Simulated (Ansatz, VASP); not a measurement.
## AlN in VASP and in Ansatz

The input POSCAR:

```
AlN
1.0
    0.0000000000      2.1839935596      2.1839935596
    2.1839935596      0.0000000000      2.1839935596
    2.1839935596      2.1839935596      0.0000000000
Al N
1 1
Direct
    0.0000000000      0.0000000000      0.0000000000
    0.2500000000      0.2500000000      0.2500000000
```

The input INCAR.step1:

```
PREC     = Accurate       # precision mode
ENCUT    = 520            # plane-wave cutoff, eV
EDIFF    = 1E-5           # SCF threshold, eV
ISMEAR   = -1             # smearing method
SIGMA    = 0.05           # smearing width, eV
LREAL    = False          # projectors in reciprocal space
LASPH    = True           # aspherical terms in the spheres
NELM     = 80             # most SCF steps
ALGO     = Normal         # electronic algorithm
ISIF     = 2              # what is computed and relaxed
LWAVE    = True           # write WAVECAR
GGA      = PE             # functional
NBANDS   = 11             # bands
```

The input INCAR.step2:

```
PREC     = Accurate       # precision mode
ENCUT    = 520            # plane-wave cutoff, eV
EDIFF    = 1E-6           # SCF threshold, eV
ISMEAR   = -1             # smearing method
SIGMA    = 0.05           # smearing width, eV
LREAL    = False          # projectors in reciprocal space
LASPH    = True           # aspherical terms in the spheres
NELM     = 80             # most SCF steps
ALGO     = Normal         # electronic algorithm
ISIF     = 2              # what is computed and relaxed
LWAVE    = False          # write WAVECAR
LCHARG   = True           # write CHGCAR
GGA      = PE             # functional
LHFCALC  = True           # exact exchange
AEXX     = 0.25           # exact-exchange fraction
PRECFOCK = Normal       
LELF     = True           # ELF
LVHAR    = True         
ISTART   = 1            
NBANDS   = 11             # bands
```

The input KPOINTS:

```
Automatic mesh
0
Gamma
  6 6 6
```

input.yaml

```yaml
crystal:
  lattice:
    - [0.0, 2.1839935596, 2.1839935596]
    - [2.1839935596, 0.0, 2.1839935596]
    - [2.1839935596, 2.1839935596, 0.0]
  atoms:
    - { symbol: Al, position: [0.0, 0.0, 0.0] }
    - { symbol: "N", position: [0.25, 0.25, 0.25] }
kpoints:
  mp_grid: { grid: [6, 6, 6] }
scf:
  occupations: { method: fermi_dirac, width: 0.05 }
hamiltonian:
  xc: pbe0
  pseudopotentials: { kind: all_electron, datasets: crystal }
output:
  forces: true
  stress: true
```

Alike in both runs: task single point; functional PBE0; k mesh 6 × 6 × 6; occupations fermi-dirac, width 0.05 eV; no spin polarisation.

|  | VASP | Ansatz |
| --- | --- | --- |
| version | VASP 6.6.1 | Ansatz 0.2.0 |
| potentials or method | VASP PAW PBE potentials, release 64 (Al, N), cutoff 520 eV | all-electron PAW datasets made for the crystal |

```csv
,VASP,Ansatz,Ansatz less VASP
gap on the k mesh at the Fermi level (eV),5.31,5.28,-0.025
least direct gap on the mesh (eV),6.30,6.29,-0.010
pressure (GPa),-0.6,-0.5,+0.05
```

Ansatz ran all-electron here, and VASP with PAW potentials.
